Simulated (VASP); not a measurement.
# Rb3Sn (Fm-3m) in VASP: single point with RPBE

Aim: the single point of Rb3Sn with RPBE.

All numbers are computed with VASP 6.6.1; they aren't measurements. Logs are shortened: lines on timing, memory, paths and dates and some standing lists are left out, and cuts for length are marked.

## 1. The cell of the first run

Symmetry: Fm-3m, No. 225, cubic system. Conventional cell: a = 9.317 Å, b = 9.317 Å, c = 9.317 Å, α = 90.00°, β = 90.00°, γ = 90.00°. Within 5.3 Å of Rb (site symmetry -43m) lie 10 Rb at 4.03 to 4.66 Å and 4 Sn at 4.03 Å. Rb (site symmetry m-3m) has 8 Rb at 4.03 Å and 6 Sn at 4.66 Å within 5.3 Å. Sn (site symmetry m-3m) has 14 Rb at 4.03 to 4.66 Å within 5.3 Å.

## 2. Single point, RPBE

INCAR reads:

```
PREC     = Accurate       # precision mode
ENCUT    = 520            # plane-wave cutoff, eV
EDIFF    = 1E-7           # SCF threshold, eV
ISMEAR   = 1              # smearing method
SIGMA    = 0.1            # smearing width, eV
LREAL    = False          # projectors in reciprocal space
LASPH    = True           # aspherical terms in the spheres
NELM     = 100            # most SCF steps
ALGO     = Normal         # electronic algorithm
ISIF     = 2              # what is computed and relaxed
LWAVE    = False          # write WAVECAR
LCHARG   = True           # write CHGCAR
GGA      = RP             # functional
LELF     = True           # ELF
LVHAR    = True         
NBANDS   = 28             # bands
```

KPOINTS reads:

```
Automatic mesh
0
Gamma
  4 4 4
```

POSCAR reads:

```
Rb3Sn
1.0
    0.0000000000      4.6585840000      4.6585840000
    4.6585840000      0.0000000000      4.6585840000
    4.6585840000      4.6585840000      0.0000000000
Rb Sn
3 1
Direct
    0.2500000000      0.2500000000      0.2500000000
    0.7500000000      0.7500000000      0.7500000000
    0.5000000000      0.5000000000      0.5000000000
    0.0000000000      0.0000000000      0.0000000000
```

Potentials or basis: VASP PAW PBE potentials, release 64 (Rb_sv, Sn_d).

Command:

```sh
$ cat potpaw_PBE.64/Rb_sv/POTCAR potpaw_PBE.64/Sn_d/POTCAR > POTCAR
$ mpirun -np 1 vasp_std > vasp.out
```

OUTCAR:

```text
PREC = Accurate
   ENCUT = 520
   EDIFF = 1E-7
   ISMEAR = 1
   LREAL = False
   LASPH = True
   NELM = 100
   ISIF = 2
   GGA = RP

 ion  position               nearest neighbor table
   1  0.250  0.250  0.250-   4 4.03   4 4.03   4 4.03   3 4.03   4 4.03   3 4.03   3 4.03   3 4.03
                             2 4.66   2 4.66   2 4.66   2 4.66   2 4.66   2 4.66
   2  0.750  0.750  0.750-   3 4.03   3 4.03   3 4.03   3 4.03   4 4.03   4 4.03   4 4.03   4 4.03
                             1 4.66   1 4.66   1 4.66   1 4.66   1 4.66   1 4.66
   3  0.500  0.500  0.500-   1 4.03   1 4.03   1 4.03   1 4.03   2 4.03   2 4.03   2 4.03   2 4.03
                             4 4.66   4 4.66   4 4.66   4 4.66   4 4.66   4 4.66
   4  0.000  0.000  0.000-   2 4.03   2 4.03   2 4.03   1 4.03   2 4.03   1 4.03   1 4.03   1 4.03
                             3 4.66   3 4.66   3 4.66   3 4.66   3 4.66   3 4.66

  LATTYP: Found a face centered cubic cell.
 ALAT       =     9.3171680000

  Lattice vectors:

 A1 = (   0.0000000000,   4.6585840000,   4.6585840000)
 A2 = (   4.6585840000,   0.0000000000,   4.6585840000)
 A3 = (   4.6585840000,   4.6585840000,   0.0000000000)

Analysis of symmetry for initial positions (statically):
=====================================================================
 Subroutine PRICEL returns:
 Original cell was already a primitive cell.

 Routine SETGRP: Setting up the symmetry group for a
 face centered cubic supercell.

 Subroutine GETGRP returns: Found 48 space group operations
 (whereof 48 operations were pure point group operations)
 out of a pool of 48 trial point group operations.

The static configuration has the point symmetry O_h .

Analysis of symmetry for dynamics (positions and initial velocities):
=====================================================================
 Subroutine PRICEL returns:
 Original cell was already a primitive cell.

 Routine SETGRP: Setting up the symmetry group for a
 face centered cubic supercell.

 Subroutine GETGRP returns: Found 48 space group operations
 (whereof 48 operations were pure point group operations)
 out of a pool of 48 trial point group operations.

The dynamic configuration has the point symmetry O_h .

 Subroutine INISYM returns: Found 48 space group operations
 (whereof 48 operations are pure point group operations),
 and found     1 'primitive' translations

----------------------------------------------------------------------------------------

                                     Primitive cell

  volume of cell :     202.2050

  direct lattice vectors                    reciprocal lattice vectors
     0.000000000  4.658584000  4.658584000    -0.107328751  0.107328751  0.107328751
     4.658584000  0.000000000  4.658584000     0.107328751 -0.107328751  0.107328751
     4.658584000  4.658584000  0.000000000     0.107328751  0.107328751 -0.107328751

  length of vectors
     6.588232674  6.588232674  6.588232674     0.185898849  0.185898849  0.185898849

  position of ions in fractional coordinates (direct lattice)
     0.250000000  0.250000000  0.250000000
     0.750000000  0.750000000  0.750000000
     0.500000000  0.500000000  0.500000000
     0.000000000  0.000000000  0.000000000

  ion indices of the primitive-cell ions
   primitive index   ion index
                 1           1
                 2           2
                 3           3
                 4           4

----------------------------------------------------------------------------------------

 KPOINTS: Automatic mesh

Automatic generation of k-mesh.
 Grid dimensions read from file:
 generate k-points for:    4    4    4

 Generating k-lattice:

  Cartesian coordinates                     Fractional coordinates (reciprocal lattice)
    -0.026832188  0.026832188  0.026832188     0.250000000  0.000000000  0.000000000
     0.026832188 -0.026832188  0.026832188     0.000000000  0.250000000  0.000000000
     0.026832188  0.026832188 -0.026832188     0.000000000  0.000000000  0.250000000

  Length of vectors
     0.046474712  0.046474712  0.046474712

  Shift w.r.t. Gamma in fractional coordinates (k-lattice)
     0.000000000  0.000000000  0.000000000

 Subroutine IBZKPT returns following result:
 ===========================================

 Found      8 irreducible k-points:

 Following reciprocal coordinates:
            Coordinates               Weight
  0.000000  0.000000  0.000000      1.000000
  0.250000  0.000000  0.000000      8.000000
  0.500000  0.000000  0.000000      4.000000
  0.250000  0.250000  0.000000      6.000000
  0.500000  0.250000  0.000000     24.000000
 -0.250000  0.250000  0.000000     12.000000
  0.500000  0.500000  0.000000      3.000000
 -0.250000  0.500000  0.250000      6.000000
   k-points           NKPTS =      8   k-points in BZ     NKDIM =      8   number of bands    NBANDS=     28
   number of dos      NEDOS =    301   number of ions     NIONS =      4
   total plane-waves  NPLWV = 125000
   dimension x,y,z NGX =    50 NGY =   50 NGZ =   50
   dimension x,y,z NGXF=   100 NGYF=  100 NGZF=  100
   ions per type =               3   1
   NGX,Y,Z   is equivalent  to a cutoff of  12.62, 12.62, 12.62 a.u.
   NGXF,Y,Z  is equivalent  to a cutoff of  25.23, 25.23, 25.23 a.u.
 SYSTEM =  unknown system
   PREC   = accura    normal or accurate (medium, high low for compatibility)
   ISTART =      0    job   : 0-new  1-cont  2-samecut
   ICHARG =      2    charge: 1-file 2-atom 10-const
   ISPIN  =      1    spin polarized calculation?
   LNONCOLLINEAR =      F non collinear calculations
   LSORBIT =      F    spin-orbit coupling
   LASPH  =      T    aspherical Exc in radial PAW
   ENCUT  =  520.0 eV  38.22 Ry    6.18 a.u.  12.25 12.25 12.25*2*pi/ulx,y,z
   NELM   =    100;   NELMIN=  2; NELMDL= -5     # of ELM steps
   EDIFF  = 0.1E-06   stopping-criterion for ELM
   LREAL  =      F    real-space projection
   EDIFFG = 0.1E-05   stopping-criterion for IOM
   NSW    =      0    number of steps for IOM
   IBRION =     -1    ionic relax: 0-MD 1-quasi-New 2-CG
   NFREE  =      0    steps in history (QN), initial steepest desc. (CG)
   ISIF   =      2    stress and relaxation
   ISYM   =      2    0-nonsym 1-usesym 2-fastsym
   POTIM  = 0.5000    time-step for ionic-motion
   TEBEG  =    0.0;   TEEND  =   0.0 temperature during run
   PSTRESS=    0.0 pullay stress
   NELECT =      41.0000    total number of electrons
   NUPDOWN=      -1.0000    fix difference up-down
   EMIN   =  10.00;   EMAX   =-10.00  energy-range for DOS
   EFERMI =   0.00;   METHOD = LEGACY
   ISMEAR =     1;   SIGMA  =   0.10  broadening in eV -4-tet -1-fermi 0-gaus
   EFERMI_NEDOS =   21; number of points for ismear=-14 and -15
   IALGO  =     38    algorithm
   IMIX   =      4    mixing-type and parameters
     AMIX     =   0.40;   BMIX     =  1.00
     AMIX_MAG =   1.60;   BMIX_MAG =  1.00
  volume/ion in A,a.u.               =      50.55       341.14
  Fermi-wavevector in a.u.,A,eV,Ry     =   0.961772  1.817486 12.585466  0.925006
  Thomas-Fermi vector in A             =   2.091173
   LORBIT       =      0    0 simple, 1 ext, 2 COOP (PROOUT), +10 PAW based schemes
   GGA     = RP    functional components
   LHFCALC =     F    Hartree Fock is set to
   AEXX    =    0.0000 exact exchange contribution
   IVDW    =     0    specifies the selected vdW correction
   LEPSILON=     F    determine dielectric tensor
   LRPA    =     F    only Hartree local field effects (RPA)
 non-spin polarized calculation
 Methfessel and Paxton  Order N= 1 SIGMA  =   0.10
  energy-cutoff  :      520.00
  volume of cell :      202.20
 maximum number of plane-waves:      5577
 NGX is ok and might be reduce to    50
   NGX = 25   NGY = 25   NGZ = 25

 number of electron      41.0000009 magnetization

 Free energy of the ion-electron system (eV)
  ---------------------------------------------------
  ext. energy  EPLUGINS =         0.00000000
  ---------------------------------------------------
  free energy    TOTEN  =        -5.74911780 eV

  energy without entropy =       -5.73158406  energy(sigma->0) =       -5.74327322

 E-fermi :   1.5237     XC(G=0):  -6.9752

 val. band max:        1.5206525333   @ k =   0.5000   0.2500   0.0000
 cond. band min:       1.5352218604   @ k =   0.0000   0.0000   0.0000
 fundamental gap:      0.0145693271
 Fermi energy:         1.5237131552

 k-point     1 :       0.0000    0.0000    0.0000
  band No.  band energies     occupation
      1     -27.3033      2.00000
      2     -26.5160      2.00000
      3     -26.5052      2.00000
      4     -18.9680      2.00000
      5     -18.9680      2.00000
      6     -18.9680      2.00000
[... 20 lines left out ...]
     27       4.5281      0.00000
     28       6.2292      0.00000

 k-point     2 :       0.2500    0.0000    0.0000
  band No.  band energies     occupation
      1     -27.3028      2.00000
      2     -26.5148      2.00000
      3     -26.5070      2.00000
      4     -18.9679      2.00000
      5     -18.9679      2.00000
      6     -18.9679      2.00000
[... 20 lines left out ...]
     27       4.5917      0.00000
     28       5.1488      0.00000

 k-point     3 :       0.5000    0.0000    0.0000
  band No.  band energies     occupation
      1     -27.3024      2.00000
      2     -26.5114      2.00000
      3     -26.5109      2.00000
      4     -18.9679      2.00000
      5     -18.9679      2.00000
      6     -18.9678      2.00000
[... 20 lines left out ...]
     27       4.7291      0.00000
     28       5.3720      0.00000

 k-point     4 :       0.2500    0.2500    0.0000
  band No.  band energies     occupation
      1     -27.3027      2.00000
      2     -26.5147      2.00000
      3     -26.5072      2.00000
      4     -18.9679      2.00000
      5     -18.9679      2.00000
      6     -18.9679      2.00000
[... 20 lines left out ...]
     27       4.8187      0.00000
     28       5.6709      0.00000

 k-point     5 :       0.5000    0.2500    0.0000
  band No.  band energies     occupation
      1     -27.3022      2.00000
      2     -26.5126      2.00000
      3     -26.5098      2.00000
      4     -18.9679      2.00000
      5     -18.9679      2.00000
      6     -18.9678      2.00000
[... 20 lines left out ...]
     27       5.1546      0.00000
     28       5.3282      0.00000

 k-point     6 :      -0.2500    0.2500    0.0000
  band No.  band energies     occupation
      1     -27.3024      2.00000
      2     -26.5130      2.00000
      3     -26.5093      2.00000
      4     -18.9679      2.00000
      5     -18.9679      2.00000
      6     -18.9678      2.00000
[... 20 lines left out ...]
     27       4.9205      0.00000
     28       5.0653      0.00000

 k-point     7 :       0.5000    0.5000    0.0000
  band No.  band energies     occupation
      1     -27.3020      2.00000
      2     -26.5134      2.00000
      3     -26.5093      2.00000
      4     -18.9679      2.00000
      5     -18.9679      2.00000
      6     -18.9678      2.00000
[... 20 lines left out ...]
     27       5.2216      0.00000
     28       5.2216      0.00000

 k-point     8 :      -0.2500    0.5000    0.2500
  band No.  band energies     occupation
      1     -27.3020      2.00000
      2     -26.5113      2.00000
      3     -26.5113      2.00000
      4     -18.9679      2.00000
      5     -18.9678      2.00000
      6     -18.9678      2.00000
[... 20 lines left out ...]
     27       5.3630      0.00000
     28       5.3636      0.00000

------------------------ aborting loop because EDIFF is reached ----------------------------------------

  FORCE on cell =-STRESS in cart. coord.  units (eV):
  Direction    XX          YY          ZZ          XY          YZ          ZX
  --------------------------------------------------------------------------------------
  -------------------------------------------------------------------------------------
  Total        0.8009891      0.8009891      0.8009891      0.0000000     -0.0000000      0.0000000
  in kB        6.3466623      6.3466623      6.3466623      0.0000000     -0.0000000      0.0000000
  external PRESSURE =       6.3466623 kB  Pullay stress =       0.0000000 kB

 VOLUME and BASIS-vectors are now :
 -----------------------------------------------------------------------------
  energy-cutoff  :      520.00
  volume of cell :      202.20
      direct lattice vectors                 reciprocal lattice vectors
     0.000000000  4.658584000  4.658584000    -0.107328751  0.107328751  0.107328751
     4.658584000  0.000000000  4.658584000     0.107328751 -0.107328751  0.107328751
     4.658584000  4.658584000  0.000000000     0.107328751  0.107328751 -0.107328751

 POSITION                                       TOTAL-FORCE (eV/Angst)
 -----------------------------------------------------------------------------------
      2.32929      2.32929      2.32929         0.000000      0.000000      0.000000
      6.98788      6.98788      6.98788        -0.000000     -0.000000     -0.000000
      4.65858      4.65858      4.65858         0.000000     -0.000000     -0.000000
      0.00000      0.00000      0.00000         0.000000     -0.000000     -0.000000
 -----------------------------------------------------------------------------------
    total drift:                               -0.000000     -0.000000     -0.000000

  FREE ENERGIE OF THE ION-ELECTRON SYSTEM (eV)
  ---------------------------------------------------
  free  energy   TOTEN  =        -5.7491177973 eV

  energy  without entropy=       -5.7315840610  energy(sigma->0) =       -5.74327322
```

Wall time 2.4 min (1 thread of Intel Xeon 8259CL, shared host); peak memory 0.35 GiB.

What came out:

```
Free energy            : -5.7491 eV
Pressure               : 0.6 GPa
Band gap on the k mesh : zero (an odd number of electrons rules out a gap without spin polarisation)
```

Caveat: the PAW data sets were made with another functional, which shifts forces and pressure a little; spin-orbit coupling is left out, which moves the levels of the heavy elements.
